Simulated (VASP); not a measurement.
# PtSe2 (P-3m1) in VASP: notebook

PtSe2 is run at these levels: r2SCAN; tasks: single point.

Program: VASP 6.6.1. These are calculated values, not measurements. Logs are shortened: lines on timing, memory, paths and dates and some standing lists are left out, and cuts for length are marked.

## Step 1: The cell of the first run

The structure is trigonal, space group P-3m1 (No. 164). The conventional cell has a = 3.606 Å, b = 3.606 Å, c = 5.927 Å, α = 90.00°, β = 90.00°, γ = 120.00°. Within 3.3 Å of Pt (site symmetry -3m) lie 6 Se at 2.46 Å. Se (site symmetry 3m) has 3 Pt at 2.46 Å and 3 Se at 3.35 Å within 3.4 Å.

## Step 2: Single point, r2SCAN (biaxial strain in the a-b plane: -3.0 %)

POSCAR

```
PtSe2
1.0
    3.6059578122      0.0000000000      0.0000000000
   -1.8029789061      3.1228510703      0.0000000000
    0.0000000000      0.0000000000      5.9266464018
Pt Se
1 2
Direct
    0.0000000000      0.0000000000      0.0000000000
    0.6666666667      0.3333333333      0.7782192182
    0.3333333333      0.6666666667      0.2217807818
```

INCAR.step1

```
SYSTEM = PtSe2
PREC = Accurate ; ENCUT = 520
ISMEAR = 0 ; SIGMA = 0.02
LREAL = .False. ; LASPH = .True.
NELM = 100 ; NBANDS = 18
GGA = PE ; ALGO = Normal
EDIFF = 1E-4 ; LWAVE = .True.
LCHARG = .False.
```

INCAR.step2

```
SYSTEM = PtSe2
PREC = Accurate ; ENCUT = 520
EDIFF = 1E-6 ; ISMEAR = 0
SIGMA = 0.02 ; LREAL = .False.
LASPH = .True. ; NELM = 100
ALGO = Normal ; ISIF = 2
LWAVE = .False. ; LCHARG = .False.
METAGGA = R2SCAN ; LMIXTAU = .True.
NBANDS = 18 ; ISTART = 1
```

KPOINTS

```
regular mesh
0
Gamma
  12 12 6
  0 0 0
```

Potentials or basis: VASP PAW PBE potentials, release 64 (Pt, Se).

The run is started by

```console
cat potpaw_PBE.64/Pt/POTCAR potpaw_PBE.64/Se/POTCAR > POTCAR
cp INCAR.step1 INCAR
mpirun -np 1 vasp_std > vasp.out
cp INCAR.step2 INCAR
mpirun -np 1 vasp_std > vasp.out
```

OUTCAR:

```text
SYSTEM = PtSe2
   PREC = Accurate
   ENCUT = 520
   EDIFF = 1E-6
   ISMEAR = 0
   LREAL = .False.
   LASPH = .True.
   NELM = 100
   ISIF = 2
   METAGGA = R2SCAN
   ISTART = 1

 ion  position               nearest neighbor table
   1  0.000  0.000  0.000-   2 2.46   3 2.46   3 2.46   2 2.46   2 2.46   3 2.46
   2  0.667  0.333  0.778-   1 2.46   1 2.46   1 2.46
   3  0.333  0.667  0.222-   1 2.46   1 2.46   1 2.46

  LATTYP: Found a hexagonal cell.
 ALAT       =     3.6059578122
 C/A-ratio  =     1.6435706435

  Lattice vectors:

 A1 = (   3.6059578122,   0.0000000000,   0.0000000000)
 A2 = (  -1.8029789061,   3.1228510703,   0.0000000000)
 A3 = (   0.0000000000,   0.0000000000,   5.9266464018)

Analysis of symmetry for initial positions (statically):
=====================================================================
 Subroutine PRICEL returns:
 Original cell was already a primitive cell.

 Routine SETGRP: Setting up the symmetry group for a
 hexagonal supercell.

 Subroutine GETGRP returns: Found 12 space group operations
 (whereof 12 operations were pure point group operations)
 out of a pool of 24 trial point group operations.

The static configuration has the point symmetry D_3d.

Analysis of symmetry for dynamics (positions and initial velocities):
=====================================================================
 Subroutine PRICEL returns:
 Original cell was already a primitive cell.

 Routine SETGRP: Setting up the symmetry group for a
 hexagonal supercell.

 Subroutine GETGRP returns: Found 12 space group operations
 (whereof 12 operations were pure point group operations)
 out of a pool of 24 trial point group operations.

The dynamic configuration has the point symmetry D_3d.

 Subroutine INISYM returns: Found 12 space group operations
 (whereof 12 operations are pure point group operations),
 and found     1 'primitive' translations

----------------------------------------------------------------------------------------

                                     Primitive cell

  volume of cell :      66.7392

  direct lattice vectors                    reciprocal lattice vectors
     3.605957812  0.000000000  0.000000000     0.277318830  0.160110101  0.000000000
    -1.802978906  3.122851070  0.000000000     0.000000000  0.320220202  0.000000000
     0.000000000  0.000000000  5.926646402     0.000000000  0.000000000  0.168729486

  length of vectors
     3.605957812  3.605957812  5.926646402     0.320220202  0.320220202  0.168729486

  position of ions in fractional coordinates (direct lattice)
     0.000000000  0.000000000  0.000000000
     0.666666667  0.333333333  0.778219218
     0.333333333  0.666666667  0.221780782

  ion indices of the primitive-cell ions
   primitive index   ion index
                 1           1
                 2           2
                 3           3

----------------------------------------------------------------------------------------

 KPOINTS: regular mesh

Automatic generation of k-mesh.
 Grid dimensions read from file:
 generate k-points for:   12   12    6

 Generating k-lattice:

  Cartesian coordinates                     Fractional coordinates (reciprocal lattice)
     0.023109902  0.013342508  0.000000000     0.083333333 -0.000000000  0.000000000
     0.000000000  0.026685017  0.000000000     0.000000000  0.083333333  0.000000000
     0.000000000  0.000000000  0.028121581     0.000000000  0.000000000  0.166666667

  Length of vectors
     0.026685017  0.026685017  0.028121581

  Shift w.r.t. Gamma in fractional coordinates (k-lattice)
     0.000000000  0.000000000  0.000000000

 Subroutine IBZKPT returns following result:
 ===========================================

 Found    100 irreducible k-points:

 Following reciprocal coordinates:
            Coordinates               Weight
  0.000000  0.000000  0.000000      1.000000
  0.083333  0.000000  0.000000      6.000000
  0.166667  0.000000  0.000000      6.000000
  0.250000  0.000000  0.000000      6.000000
  0.333333  0.000000  0.000000      6.000000
  0.416667  0.000000  0.000000      6.000000
[... 16 lines left out ...]
  0.166667  0.000000  0.166667      6.000000
  0.000000  0.166667  0.166667      6.000000
 [... further k-points ...]
   k-points           NKPTS =    100   k-points in BZ     NKDIM =    100   number of bands    NBANDS=     18
   number of dos      NEDOS =    301   number of ions     NIONS =      3
   total plane-waves  NPLWV =  37632
   dimension x,y,z NGX =    28 NGY =   28 NGZ =   48
   dimension x,y,z NGXF=    56 NGYF=   56 NGZF=   96
   ions per type =               1   2
   NGX,Y,Z   is equivalent  to a cutoff of  12.91, 12.91, 13.46 a.u.
   NGXF,Y,Z  is equivalent  to a cutoff of  25.82, 25.82, 26.93 a.u.
 SYSTEM =  PtSe2
   PREC   = accura    normal or accurate (medium, high low for compatibility)
   ISTART =      1    job   : 0-new  1-cont  2-samecut
   ICHARG =      0    charge: 1-file 2-atom 10-const
   ISPIN  =      1    spin polarized calculation?
   LNONCOLLINEAR =      F non collinear calculations
   LSORBIT =      F    spin-orbit coupling
   LASPH  =      T    aspherical Exc in radial PAW
   ENCUT  =  520.0 eV  38.22 Ry    6.18 a.u.   6.70  6.70 11.02*2*pi/ulx,y,z
   NELM   =    100;   NELMIN=  2; NELMDL=  0     # of ELM steps
   EDIFF  = 0.1E-05   stopping-criterion for ELM
   LREAL  =      F    real-space projection
   EDIFFG = 0.1E-04   stopping-criterion for IOM
   NSW    =      0    number of steps for IOM
   IBRION =     -1    ionic relax: 0-MD 1-quasi-New 2-CG
   NFREE  =      0    steps in history (QN), initial steepest desc. (CG)
   ISIF   =      2    stress and relaxation
   ISYM   =      2    0-nonsym 1-usesym 2-fastsym
   POTIM  = 0.5000    time-step for ionic-motion
   TEBEG  =    0.0;   TEEND  =   0.0 temperature during run
   PSTRESS=    0.0 pullay stress
   NELECT =      22.0000    total number of electrons
   NUPDOWN=      -1.0000    fix difference up-down
   EMIN   =  10.00;   EMAX   =-10.00  energy-range for DOS
   EFERMI =   0.00;   METHOD = LEGACY
   ISMEAR =     0;   SIGMA  =   0.02  broadening in eV -4-tet -1-fermi 0-gaus
   EFERMI_NEDOS =   21; number of points for ismear=-14 and -15
   IALGO  =     38    algorithm
   IMIX   =      4    mixing-type and parameters
     AMIX     =   0.40;   BMIX     =  1.00
     AMIX_MAG =   1.60;   BMIX_MAG =  1.00
  volume/ion in A,a.u.               =      22.25       150.13
  Fermi-wavevector in a.u.,A,eV,Ry     =   1.130894  2.137081 17.400794  1.278922
  Thomas-Fermi vector in A             =   2.267592
   LORBIT       =      0    0 simple, 1 ext, 2 COOP (PROOUT), +10 PAW based schemes
   METAGGA = R2SCAN    functional components
   LHFCALC =     F    Hartree Fock is set to
   AEXX    =    0.0000 exact exchange contribution
   IVDW    =     0    specifies the selected vdW correction
   LEPSILON=     F    determine dielectric tensor
   LRPA    =     F    only Hartree local field effects (RPA)
 non-spin polarized calculation
 Gauss-broadening in eV      SIGMA  =   0.02
  energy-cutoff  :      520.00
  volume of cell :       66.74
 maximum number of plane-waves:      1834
 NGX is ok and might be reduce to    28
   NGX = 13   NGY = 13   NGZ = 23

 number of electron      22.0000000 magnetization

 Free energy of the ion-electron system (eV)
  ---------------------------------------------------
  ext. energy  EPLUGINS =         0.00000000
  ---------------------------------------------------
  free energy    TOTEN  =       -81.37967043 eV

  energy without entropy =      -81.37967043  energy(sigma->0) =      -81.37967043

 E-fermi :   4.8202     XC(G=0): -10.5563

 val. band max:        4.6892397799   @ k =   0.0833   0.0833   0.0000
 cond. band min:       5.5323935553   @ k =   0.0000   0.2500   0.3333
 fundamental gap:      0.8431537754
 Fermi energy:         4.8201506128

 k-point     1 :       0.0000    0.0000    0.0000
  band No.  band energies     occupation
      1     -10.9235      2.00000
      2      -8.6228      2.00000
      3      -1.9840      2.00000
      4      -1.4783      2.00000
      5      -1.4783      2.00000
      6       0.9071      2.00000
[... 10 lines left out ...]
     17      13.4142      0.00000
     18      16.0145      0.00000

 k-point     2 :       0.0833    0.0000    0.0000
  band No.  band energies     occupation
      1     -10.8337      2.00000
      2      -8.6344      2.00000
      3      -1.8887      2.00000
      4      -1.4766      2.00000
      5      -1.4252      2.00000
      6       0.7986      2.00000
[... 10 lines left out ...]
     17      13.7420      0.00000
     18      15.8421      0.00000

 k-point     3 :       0.1667    0.0000    0.0000
  band No.  band energies     occupation
      1     -10.5745      2.00000
      2      -8.6675      2.00000
      3      -1.6397      2.00000
      4      -1.4228      2.00000
      5      -1.2852      2.00000
      6       0.4035      2.00000
[... 10 lines left out ...]
     17      14.5108      0.00000
     18      14.9298      0.00000

 k-point     4 :       0.2500    0.0000    0.0000
  band No.  band energies     occupation
      1     -10.1803      2.00000
      2      -8.7166      2.00000
      3      -1.5081      2.00000
      4      -1.1213      2.00000
      5      -1.0707      2.00000
      6      -0.2998      2.00000
[... 10 lines left out ...]
     17      14.4525      0.00000
     18      14.8703      0.00000

 k-point     5 :       0.3333    0.0000    0.0000
  band No.  band energies     occupation
      1      -9.7200      2.00000
      2      -8.7720      2.00000
      3      -1.7576      2.00000
      4      -1.0199      2.00000
      5      -0.7806      2.00000
      6      -0.4583      2.00000
[... 10 lines left out ...]
     17      14.4484      0.00000
     18      15.4081      0.00000

 k-point     6 :       0.4167    0.0000    0.0000
  band No.  band energies     occupation
      1      -9.3140      2.00000
      2      -8.8246      2.00000
      3      -2.3439      2.00000
      4      -0.9982      2.00000
      5      -0.5808      2.00000
      6       0.0436      2.00000
[... 10 lines left out ...]
     17      14.0465      0.00000
     18      15.6299      0.00000

 k-point     7 :       0.5000    0.0000    0.0000
  band No.  band energies     occupation
      1      -9.1342      2.00000
      2      -8.8577      2.00000
      3      -2.6049      2.00000
      4      -1.0009      2.00000
      5      -0.3810      2.00000
      6       0.1894      2.00000
[... 10 lines left out ...]
     17      13.8994      0.00000
     18      15.5310      0.00000

 k-point     8 :       0.0833    0.0833    0.0000
  band No.  band energies     occupation
      1     -10.6591      2.00000
      2      -8.6567      2.00000
      3      -1.7059      2.00000
      4      -1.4620      2.00000
      5      -1.3273      2.00000
      6       0.6401      2.00000
[... 10 lines left out ...]
     17      14.3348      0.00000
     18      15.3117      0.00000
[... 229 lines left out ...]
     17      15.0628      0.00000
     18      15.4797      0.00000

 k-point    20 :       0.0000    0.0000    0.1667
  band No.  band energies     occupation
      1     -10.8911      2.00000
      2      -8.6991      2.00000
      3      -1.8156      2.00000
      4      -1.4763      2.00000
      5      -1.4763      2.00000
      6       0.9060      2.00000
[... 10 lines left out ...]
     17      13.3792      0.00000
     18      15.3749      0.00000

 k-point    21 :       0.0833    0.0000    0.1667
  band No.  band energies     occupation
      1     -10.8013      2.00000
      2      -8.7074      2.00000
      3      -1.7411      2.00000
      4      -1.4702      2.00000
      5      -1.4204      2.00000
      6       0.7993      2.00000
[... 10 lines left out ...]
     17      13.6090      0.00000
     18      15.2205      0.00000

 k-point    22 :       0.0000    0.0833    0.1667
  band No.  band energies     occupation
      1     -10.8017      2.00000
      2      -8.7062      2.00000
      3      -1.7595      2.00000
      4      -1.4487      2.00000
      5      -1.4264      2.00000
      6       0.7934      2.00000
[... 10 lines left out ...]
     17      13.8169      0.00000
     18      15.1833      0.00000

 k-point    23 :       0.1667    0.0000    0.1667
  band No.  band energies     occupation
      1     -10.5413      2.00000
      2      -8.7339      2.00000
      3      -1.5544      2.00000
      4      -1.3896      2.00000
      5      -1.2780      2.00000
      6       0.4161      2.00000
[... 10 lines left out ...]
     17      14.3159      0.00000
     18      14.9616      0.00000

 k-point    24 :       0.0000    0.1667    0.1667
  band No.  band energies     occupation
      1     -10.5448      2.00000
      2      -8.7250      2.00000
      3      -1.6934      2.00000
      4      -1.2907      2.00000
      5      -1.2542      2.00000
      6       0.3787      2.00000
[... 10 lines left out ...]
     17      14.2921      0.00000
     18      14.7096      0.00000

 [... further k-points ...]

------------------------ aborting loop because EDIFF is reached ----------------------------------------

  FORCE on cell =-STRESS in cart. coord.  units (eV):
  Direction    XX          YY          ZZ          XY          YZ          ZX
  --------------------------------------------------------------------------------------
  -------------------------------------------------------------------------------------
  Total        4.0730543      4.0730543      2.2424508      0.0000000      0.0000000      0.0000000
  in kB       97.7799584     97.7799584     53.8334954      0.0000000      0.0000000      0.0000000
  external PRESSURE =      83.1311374 kB  Pullay stress =       0.0000000 kB

 VOLUME and BASIS-vectors are now :
 -----------------------------------------------------------------------------
  energy-cutoff  :      520.00
  volume of cell :       66.74
      direct lattice vectors                 reciprocal lattice vectors
     3.605957812  0.000000000  0.000000000     0.277318830  0.160110101  0.000000000
    -1.802978906  3.122851070  0.000000000     0.000000000  0.320220202  0.000000000
     0.000000000  0.000000000  5.926646402     0.000000000  0.000000000  0.168729486

 POSITION                                       TOTAL-FORCE (eV/Angst)
 -----------------------------------------------------------------------------------
      0.00000      0.00000      0.00000        -0.000000      0.000000      0.000000
      1.80298      1.04095      4.61223        -0.000000      0.000000     -0.792096
     -0.00000      2.08190      1.31442         0.000000     -0.000000      0.792096
 -----------------------------------------------------------------------------------
    total drift:                               -0.000000     -0.000000      0.000000

  FREE ENERGIE OF THE ION-ELECTRON SYSTEM (eV)
  ---------------------------------------------------
  free  energy   TOTEN  =       -81.3796704280 eV

  energy  without entropy=      -81.3796704280  energy(sigma->0) =      -81.37967043
```

Wall time 6.6 min (1 thread of AMD EPYC 7R13 (Zen 3), shared host); peak memory 0.25 GiB.

What came out:

```yaml
Free_energy: -81.3797 eV
Pressure: 8.3 GPa
Largest_force: 0.792 eV/Å
Band_gap_on_the_k_mesh: 0.84 eV (least direct gap 1.15 eV)
```

Forces in eV/Å, atoms in the order of the input:
```
Pt   0.000  0.000  0.000
Se   0.000  0.000 -0.792
Se   0.000  0.000  0.792
```

Levels at points of the mesh, in eV from the valence-band top:
```tsv
k point	band 7	band 8	band 9	band 10	band 11	band 12	band 13	band 14	band 15	band 16
(0.00, 0.00, 0.00)	-3.78	-2.23	-0.37	-0.37	-0.12	2.85	2.85	5.40	5.56	8.72
(0.50, 0.00, 0.00)	-3.12	-3.02	-2.72	-2.55	-2.50	1.96	2.85	5.34	6.52	8.26
(0.00, 0.00, 0.50)	-3.79	-2.19	-1.48	-0.47	-0.47	3.07	3.07	5.77	7.34	8.57
(0.50, 0.00, 0.50)	-3.17	-3.12	-2.71	-2.33	-1.63	2.41	2.62	4.75	5.80	7.48
```

Caveat: the cell differs from its parent crystal (biaxial strain in the a-b plane: -3.0 %); the cell stands under pressure; the PAW data sets were made with another functional, which shifts forces and pressure a little; spin-orbit coupling is left out, which moves the levels of the heavy elements.

[end of part 1 of 3]
